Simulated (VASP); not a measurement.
# Bi: single point with RPBE

Bi:

```xyz
2
Lattice="3.6666 0.0000 0.0000 -1.8333 3.1754 0.0000 0.0000 0.0000 6.0336" Properties=species:S:1:pos:R:3 pbc="T T T"
Bi    0.0000    2.1169    1.5084
Bi    1.8333    1.0585    4.5252
```

This isn't the form of Bi at room conditions, which is rhombohedral.

| Item | Value |
| --- | --- |
| Program | VASP 6.6.1 |
| Task | single point |
| Functional | RPBE |
| Potentials or basis | VASP PAW PBE potentials, release 64 (Bi_d) |
| Cutoff | 520 eV |
| k mesh | 17 × 17 × 9 |
| Occupations | fermi-dirac, width 0.1 eV |
| Spin | no spin polarisation |
| Dipole correction | no |
| Further INCAR settings | ALGO = Normal; EDIFF = 1e-07; NBANDS = 22 |

| Property | Result |
| --- | --- |
| Pressure | -3.1 GPa |
| Band gap on the k mesh | zero (bands 15 and 16 overlap by 5.49 eV) |

Stress tensor (GPa, compression positive):
```
-3.26  0.00  0.00
 0.00 -3.26  0.00
 0.00  0.00 -2.78
```

Levels at points of the mesh, in eV from the Fermi level:
| k point | band 11 | band 12 | band 13 | band 14 | band 15 | band 16 | band 17 | band 18 | band 19 | band 20 |
| --- | --- | --- | --- | --- | --- | --- | --- | --- | --- | --- |
| (0.00, 0.00, 0.00) | -12.85 | -10.62 | -4.63 | 2.91 | 2.91 | 4.14 | 4.18 | 4.18 | 6.45 | 7.25 |

Wall time 6.4 min on 1 thread of Intel Xeon 8259CL, with other jobs on the host, peak memory 0.33 GiB.

Caveat: the cell stands under tension; the PAW data sets were made with another functional, which shifts forces and pressure a little; spin-orbit coupling is left out, which moves the levels of the heavy elements.
